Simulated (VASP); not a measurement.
# Ag (P6_3/mmc) in VASP: a series of runs, part 2 of 2

VASP 6.6.1. Earlier steps stand in the parts before.

### 4 Electric field gradients, r2SCAN (volume scaled by 0.98)

Input file POSCAR:

```
Ag
1.0
    2.9026858039      0.0000000000      0.0000000000
   -1.4513429020      2.5137996454      0.0000000000
    0.0000000000      0.0000000000      4.6701060820
Ag
2
Direct
    0.3333333333      0.6666666667      0.2500000000
    0.6666666667      0.3333333333      0.7500000000
```

Input file INCAR.step1:

```
SYSTEM = Ag
ALGO = Normal ; EDIFF = 1E-4
ENCUT = 520 ; GGA = PE
ISMEAR = -1 ; LASPH = .True.
LCHARG = .False. ; LREAL = .False.
LWAVE = .True. ; NBANDS = 18
NELM = 100 ; PREC = Accurate
SIGMA = 0.03
```

Input file INCAR.step2:

```
SYSTEM = Ag
ALGO = Normal ; EDIFF = 1E-8
ENCUT = 520 ; ISIF = 2
ISMEAR = -1 ; ISTART = 1
LASPH = .True. ; LCHARG = .False.
LEFG = .True. ; LMIXTAU = .True.
LREAL = .False. ; LWAVE = .False.
METAGGA = R2SCAN ; NBANDS = 18
NELM = 100 ; PREC = Accurate
SIGMA = 0.03
```

Input file KPOINTS:

```
k-points
0
Gamma
  13 13 7
  0 0 0
```

Potentials or basis: VASP PAW PBE potentials, release 64 (Ag).

On the command line:

```sh
$ cat potpaw_PBE.64/Ag/POTCAR > POTCAR
$ cp INCAR.step1 INCAR
$ mpirun -np 1 vasp_std > vasp.out
$ cp INCAR.step2 INCAR
$ mpirun -np 1 vasp_std > vasp.out
```

OUTCAR:

```text
SYSTEM = Ag
   EDIFF = 1E-8
   ENCUT = 520
   ISIF = 2
   ISMEAR = -1
   ISTART = 1
   LASPH = .True.
   LREAL = .False.
   METAGGA = R2SCAN
   NELM = 100
   PREC = Accurate

 ion  position               nearest neighbor table
   1  0.333  0.667  0.250-   2 2.87   2 2.87   2 2.87   2 2.87   2 2.87   2 2.87
   2  0.667  0.333  0.750-   1 2.87   1 2.87   1 2.87   1 2.87   1 2.87   1 2.87

  LATTYP: Found a hexagonal cell.
 ALAT       =     2.9026858039
 C/A-ratio  =     1.6088913501

  Lattice vectors:

 A1 = (   2.9026858039,   0.0000000000,   0.0000000000)
 A2 = (  -1.4513429020,   2.5137996454,   0.0000000000)
 A3 = (   0.0000000000,   0.0000000000,   4.6701060820)

Analysis of symmetry for initial positions (statically):
=====================================================================
 Subroutine PRICEL returns:
 Original cell was already a primitive cell.

 Routine SETGRP: Setting up the symmetry group for a
 hexagonal supercell.

 Subroutine GETGRP returns: Found 24 space group operations
 (whereof 12 operations were pure point group operations)
 out of a pool of 24 trial point group operations.

The static configuration has the point symmetry D_3d.
 The point group associated with its full space group is D_6h.

Analysis of symmetry for dynamics (positions and initial velocities):
=====================================================================
 Subroutine PRICEL returns:
 Original cell was already a primitive cell.

 Routine SETGRP: Setting up the symmetry group for a
 hexagonal supercell.

 Subroutine GETGRP returns: Found 24 space group operations
 (whereof 12 operations were pure point group operations)
 out of a pool of 24 trial point group operations.

The dynamic configuration has the point symmetry D_3d.
[... 153 lines left out ...]
 Fermi energy:         8.5455270177

 k-point     1 :       0.0000    0.0000    0.0000
  band No.  band energies     occupation
      1       0.4764      2.00000
      2       1.7100      2.00000
      3       3.3576      2.00000
      4       3.3831      2.00000
      5       3.3831      2.00000
      6       3.6405      2.00000
[... 481 lines left out ...]
      5       3.4398      2.00000
      6       3.5766      2.00000
[... 10 lines left out ...]
     17      26.2350      0.00000
     18      26.9242      0.00000

 [... further k-points ...]
[... 5 lines left out ...]
  --------------------------------------------------------------------------------------
  -------------------------------------------------------------------------------------
  Total        0.1292536      0.1292536      0.9189091     -0.0000000      0.0000000      0.0000000
  in kB        6.0770916      6.0770916     43.2041739     -0.0000000      0.0000000      0.0000000
  external PRESSURE =      18.4527857 kB  Pullay stress =       0.0000000 kB

 VOLUME and BASIS-vectors are now :
 -----------------------------------------------------------------------------
  energy-cutoff  :      520.00
  volume of cell :       34.08
      direct lattice vectors                 reciprocal lattice vectors
     2.902685804  0.000000000  0.000000000     0.344508523  0.198902089  0.000000000
    -1.451342902  2.513799645  0.000000000     0.000000000  0.397804177  0.000000000
     0.000000000  0.000000000  4.670106082     0.000000000  0.000000000  0.214127898

 POSITION                                       TOTAL-FORCE (eV/Angst)
 -----------------------------------------------------------------------------------
     -0.00000      1.67587      1.16753        -0.000000      0.000000      0.000000
      1.45134      0.83793      3.50258         0.000000     -0.000000      0.000000
 -----------------------------------------------------------------------------------
    total drift:                                0.000000     -0.000000      0.000000

  FREE ENERGIE OF THE ION-ELECTRON SYSTEM (eV)
  ---------------------------------------------------
  free  energy   TOTEN  =       -42.7021011155 eV

  energy  without entropy=      -42.7004048948  energy(sigma->0) =      -42.70125301

 Electric field gradients (V/A^2)
---------------------------------------------------------------------
 ion       V_xx      V_yy      V_zz      V_xy      V_xz      V_yz
---------------------------------------------------------------------
   1       4.813     4.812    -9.625    -0.001     0.000    -0.000
   2       4.813     4.812    -9.625    -0.001    -0.000     0.000
---------------------------------------------------------------------

 Electric field gradients after diagonalization (V/A^2)
 (convention: |V_zz| > |V_xx| > |V_yy|)
----------------------------------------------------------------------
 ion       V_xx      V_yy      V_zz     asymmetry (V_yy - V_xx)/ V_zz
----------------------------------------------------------------------
   1       4.813     4.812    -9.625       0.000
   2       4.813     4.812    -9.625       0.000
----------------------------------------------------------------------

           NMR quadrupolar parameters

 Cq : quadrupolar parameter    Cq=e*Q*V_zz/h
 eta: asymmetry parameters     (V_yy - V_xx)/ V_zz
 Q  : nuclear electric quadrupole moment in mb (millibarn)
----------------------------------------------------------------------
 ion       Cq(MHz)       eta       Q (mb)
----------------------------------------------------------------------
   1      -0.023       0.000       1.000
   2      -0.023       0.000       1.000
----------------------------------------------------------------------
```

OUTCAR.step1:

```text
SYSTEM = Ag
   EDIFF = 1E-4
   ENCUT = 520
   GGA = PE
   ISMEAR = -1
   LASPH = .True.
   LREAL = .False.
[... 727 lines left out ...]
     -0.00000      1.67587      1.16753         0.000000      0.000000      0.000000
      1.45134      0.83793      3.50258        -0.000000     -0.000000      0.000000
 -----------------------------------------------------------------------------------
    total drift:                                0.000000     -0.000000      0.000000

  FREE ENERGIE OF THE ION-ELECTRON SYSTEM (eV)
  ---------------------------------------------------
  free  energy   TOTEN  =        -5.4035265569 eV

  energy  without entropy=       -5.4016648322  energy(sigma->0) =       -5.40259569
```

It took 2.1 min on 1 thread of Intel Xeon Platinum 8488C (Sapphire Rapids), shared host; peak memory 0.19 GiB.

What came out:

```yaml
Free_energy: -42.7021 eV
Pressure: 1.8 GPa
Band_gap_on_the_k_mesh: zero (band 11 reaches 11.59 eV, above the bottom of band 12 at 4.80 eV)
```

Stress tensor (GPa, compression positive):
```
0.61 0.00 0.00
0.00 0.61 0.00
0.00 0.00 4.32
```

Levels at points of the mesh, in eV from the Fermi level:
```
           k point  band 9  band 10  band 11  band 12  band 13  band 14
(0.00, 0.00, 0.00)   -4.62    -3.52    -3.52    -0.32     3.81    16.07
```

Electric field gradients, principal values (V/Å²):
```csv
atom,least,middle,greatest (by size)
1 Ag,4.812,4.813,-9.625
2 Ag,4.812,4.813,-9.625
```

Caveat: without QUAD_EFG the Cq values of the log hold for a quadrupole moment of 1 mb, not for the nuclei; the PAW data sets were made with another functional, which shifts forces and pressure a little.

### 5 Electric field gradients, r2SCAN (volume scaled by 1.06)

Input file POSCAR:

```
Ag
1.0
    2.9796136749      0.0000000000      0.0000000000
   -1.4898068375      2.5804211359      0.0000000000
    0.0000000000      0.0000000000      4.7938746682
Ag
2
Direct
    0.3333333333      0.6666666667      0.2500000000
    0.6666666667      0.3333333333      0.7500000000
```

Input file INCAR.step1:

```
SYSTEM = Ag
PREC     = Accurate       ! precision mode
ENCUT    = 520            ! plane-wave cutoff, eV
ISMEAR   = -1             ! smearing method
SIGMA    = 0.03           ! smearing width, eV
LREAL    = .False.        ! projectors in reciprocal space
LASPH    = .True.         ! aspherical terms in the spheres
NELM     = 60             ! most SCF steps
NBANDS   = 18             ! bands
GGA      = PE             ! functional
ALGO     = Normal         ! electronic algorithm
EDIFF    = 1E-4           ! SCF threshold, eV
LWAVE    = .True.         ! write WAVECAR
LCHARG   = .False.        ! write CHGCAR
```

Input file INCAR.step2:

```
SYSTEM = Ag
PREC     = Accurate       ! precision mode
ENCUT    = 520            ! plane-wave cutoff, eV
EDIFF    = 1E-8           ! SCF threshold, eV
ISMEAR   = -1             ! smearing method
SIGMA    = 0.03           ! smearing width, eV
LREAL    = .False.        ! projectors in reciprocal space
LASPH    = .True.         ! aspherical terms in the spheres
NELM     = 60             ! most SCF steps
ALGO     = Normal         ! electronic algorithm
ISIF     = 2              ! what is computed and relaxed
LWAVE    = .False.        ! write WAVECAR
LCHARG   = .False.        ! write CHGCAR
METAGGA  = R2SCAN         ! meta-GGA
LMIXTAU  = .True.       
LEFG     = .True.       
NBANDS   = 18             ! bands
ISTART   = 1
```

Input file KPOINTS:

```
Automatic mesh
0
Gamma
  13 13 7
  0 0 0
```

Potentials or basis: VASP PAW PBE potentials, release 64 (Ag).

On the command line:

```sh
$ cat potpaw_PBE.64/Ag/POTCAR > POTCAR
$ cp INCAR.step1 INCAR
$ mpirun -np 1 vasp_std > vasp.out
$ cp INCAR.step2 INCAR
$ mpirun -np 1 vasp_std > vasp.out
```

OUTCAR:

```text
SYSTEM = Ag
   PREC = Accurate
   ENCUT = 520
   EDIFF = 1E-8
   ISMEAR = -1
   LREAL = .False.
   LASPH = .True.
   NELM = 60
   ISIF = 2
   METAGGA = R2SCAN
   ISTART = 1

 ion  position               nearest neighbor table
   1  0.333  0.667  0.250-   2 2.95   2 2.95   2 2.95   2 2.95   2 2.95   2 2.95
   2  0.667  0.333  0.750-   1 2.95   1 2.95   1 2.95   1 2.95   1 2.95   1 2.95

  LATTYP: Found a hexagonal cell.
 ALAT       =     2.9796136749
 C/A-ratio  =     1.6088913501

  Lattice vectors:

 A1 = (   2.9796136749,   0.0000000000,   0.0000000000)
[... 720 lines left out ...]
  free  energy   TOTEN  =       -42.6669450831 eV

  energy  without entropy=      -42.6649551232  energy(sigma->0) =      -42.66595010

 Electric field gradients (V/A^2)
---------------------------------------------------------------------
 ion       V_xx      V_yy      V_zz      V_xy      V_xz      V_yz
---------------------------------------------------------------------
   1       3.967     3.966    -7.933    -0.001     0.000    -0.000
   2       3.967     3.966    -7.933    -0.001    -0.000     0.000
---------------------------------------------------------------------

 Electric field gradients after diagonalization (V/A^2)
 (convention: |V_zz| > |V_xx| > |V_yy|)
----------------------------------------------------------------------
 ion       V_xx      V_yy      V_zz     asymmetry (V_yy - V_xx)/ V_zz
----------------------------------------------------------------------
   1       3.967     3.966    -7.933       0.000
   2       3.967     3.966    -7.933       0.000
----------------------------------------------------------------------

           NMR quadrupolar parameters

 Cq : quadrupolar parameter    Cq=e*Q*V_zz/h
 eta: asymmetry parameters     (V_yy - V_xx)/ V_zz
 Q  : nuclear electric quadrupole moment in mb (millibarn)
----------------------------------------------------------------------
 ion       Cq(MHz)       eta       Q (mb)
----------------------------------------------------------------------
   1      -0.019       0.000       1.000
   2      -0.019       0.000       1.000
----------------------------------------------------------------------
```

It took 1.8 min on 1 thread of Intel Xeon Platinum 8488C (Sapphire Rapids), shared host; peak memory 0.19 GiB.

What came out:

```yaml
Free_energy: -42.6669 eV
Pressure: -5.4 GPa
Band_gap_on_the_k_mesh: zero (band 11 reaches 10.36 eV, above the bottom of band 12 at 3.84 eV)
```

Electric field gradients, principal values (V/Å²):
| atom | least | middle | greatest (by size) |
| --- | --- | --- | --- |
| 1 Ag | 3.966 | 3.967 | -7.933 |
| 2 Ag | 3.966 | 3.967 | -7.933 |

Caveat: without QUAD_EFG the Cq values of the log hold for a quadrupole moment of 1 mb, not for the nuclei; the PAW data sets were made with another functional, which shifts forces and pressure a little.

### 6 Electric field gradients, r2SCAN (volume scaled by 1.06)

POSCAR is that of step 5.

Input file INCAR.step1:

```
PREC = Accurate
ENCUT = 520
ISMEAR = -1
SIGMA = 0.03
LREAL = F
LASPH = T
NELM = 80
NBANDS = 18
GGA = PE
ALGO = Normal
EDIFF = 1E-4
LWAVE = T
LCHARG = F
```

Input file INCAR.step2:

```
PREC = Accurate
ENCUT = 520
EDIFF = 1E-8
ISMEAR = -1
SIGMA = 0.03
LREAL = F
LASPH = T
NELM = 80
ALGO = Normal
ISIF = 2
LWAVE = F
LCHARG = F
METAGGA = R2SCAN
LMIXTAU = T
LEFG = T
NBANDS = 18
ISTART = 1
```

Input file KPOINTS:

```
Automatic mesh
0
Gamma
  13 13 7
```

Potentials or basis: VASP PAW PBE potentials, release 64 (Ag).

On the command line:

```sh
$ cat potpaw_PBE.64/Ag/POTCAR > POTCAR
$ cp INCAR.step1 INCAR
$ mpirun -np 1 vasp_std > vasp.out
$ cp INCAR.step2 INCAR
$ mpirun -np 1 vasp_std > vasp.out
```

OUTCAR:

```text
PREC = Accurate
   ENCUT = 520
   EDIFF = 1E-8
   ISMEAR = -1
   LREAL = F
   LASPH = T
   NELM = 80
   ISIF = 2
   METAGGA = R2SCAN
   ISTART = 1

 ion  position               nearest neighbor table
   1  0.333  0.667  0.250-   2 2.95   2 2.95   2 2.95   2 2.95   2 2.95   2 2.95
   2  0.667  0.333  0.750-   1 2.95   1 2.95   1 2.95   1 2.95   1 2.95   1 2.95

  LATTYP: Found a hexagonal cell.
 ALAT       =     2.9796136749
 C/A-ratio  =     1.6088913501

  Lattice vectors:

 A1 = (   2.9796136749,   0.0000000000,   0.0000000000)
[... 720 lines left out ...]
  free  energy   TOTEN  =       -42.6669450831 eV

  energy  without entropy=      -42.6649551232  energy(sigma->0) =      -42.66595010

 Electric field gradients (V/A^2)
---------------------------------------------------------------------
 ion       V_xx      V_yy      V_zz      V_xy      V_xz      V_yz
---------------------------------------------------------------------
   1       3.967     3.966    -7.933    -0.001     0.000    -0.000
   2       3.967     3.966    -7.933    -0.001    -0.000     0.000
---------------------------------------------------------------------

 Electric field gradients after diagonalization (V/A^2)
 (convention: |V_zz| > |V_xx| > |V_yy|)
----------------------------------------------------------------------
 ion       V_xx      V_yy      V_zz     asymmetry (V_yy - V_xx)/ V_zz
----------------------------------------------------------------------
   1       3.967     3.966    -7.933       0.000
   2       3.967     3.966    -7.933       0.000
----------------------------------------------------------------------

           NMR quadrupolar parameters

 Cq : quadrupolar parameter    Cq=e*Q*V_zz/h
 eta: asymmetry parameters     (V_yy - V_xx)/ V_zz
 Q  : nuclear electric quadrupole moment in mb (millibarn)
----------------------------------------------------------------------
 ion       Cq(MHz)       eta       Q (mb)
----------------------------------------------------------------------
   1      -0.019       0.000       1.000
   2      -0.019       0.000       1.000
----------------------------------------------------------------------
```

OSZICAR.step1:

```text
N       E                     dE             d eps       ncg     rms          rms(c)
DAV:   1     0.124459373069E+03    0.12446E+03   -0.11677E+04  3032   0.120E+03
DAV:   2    -0.382232667987E+01   -0.12828E+03   -0.12131E+03  3116   0.264E+02
DAV:   3    -0.587069423739E+01   -0.20484E+01   -0.20418E+01  3556   0.373E+01
DAV:   4    -0.587677473785E+01   -0.60805E-02   -0.60800E-02  3368   0.203E+00
DAV:   5    -0.587682752102E+01   -0.52783E-04   -0.52782E-04  3392   0.201E-01    0.603E+00
DAV:   6    -0.543212130439E+01    0.44471E+00   -0.11703E+00  3162   0.114E+01    0.408E+00
DAV:   7    -0.542171079304E+01    0.10411E-01   -0.11925E-02  3308   0.975E-01    0.238E+00
DAV:   8    -0.541727487354E+01    0.44359E-02   -0.10867E-03  3200   0.287E-01    0.870E-02
DAV:   9    -0.541729247474E+01   -0.17601E-04   -0.16244E-05  1986   0.297E-02
   1 F= -.54172925E+01 E0= -.54163311E+01  d E =-.192281E-02
```

Run time: 2 min. Hardware: 1 thread of Intel Xeon Platinum 8488C (Sapphire Rapids), shared host; peak memory 0.18 GiB.

What came out:

- Free energy: -42.6669 eV
- Pressure: -5.4 GPa
- Band gap on the k mesh: zero (band 11 reaches 10.36 eV, above the bottom of band 12 at 3.84 eV)

Electric field gradients, principal values (V/Å²):
```tsv
atom	least	middle	greatest (by size)
1 Ag	3.966	3.967	-7.933
2 Ag	3.966	3.967	-7.933
```

Caveat: without QUAD_EFG the Cq values of the log hold for a quadrupole moment of 1 mb, not for the nuclei; the PAW data sets were made with another functional, which shifts forces and pressure a little.

### 7 Overview

```tsv
cell	gap on the mesh (eV)	pressure (GPa)
a = 2.863, b = 2.863, c = 4.606 Å, angles 90.0, 90.0, 120.0°, 2 atoms	none	7.1
a = 2.903, b = 2.903, c = 4.670 Å, angles 90.0, 90.0, 120.0°, 2 atoms	none	1.8
a = 2.980, b = 2.980, c = 4.794 Å, angles 90.0, 90.0, 120.0°, 2 atoms	none	-5.4
```

Alike in all rows: task electric field gradients; level r2SCAN; potentials or basis VASP PAW PBE potentials, release 64 (Ag); no spin polarisation; k mesh 13 × 13 × 7; cutoff (eV) 520; smearing fermi-dirac 0.03 eV.

Caveats: the PAW data sets were made with another functional, which shifts forces and pressure a little.

Total energies depend on the potentials used, so only differences within one code and one set of settings carry meaning.
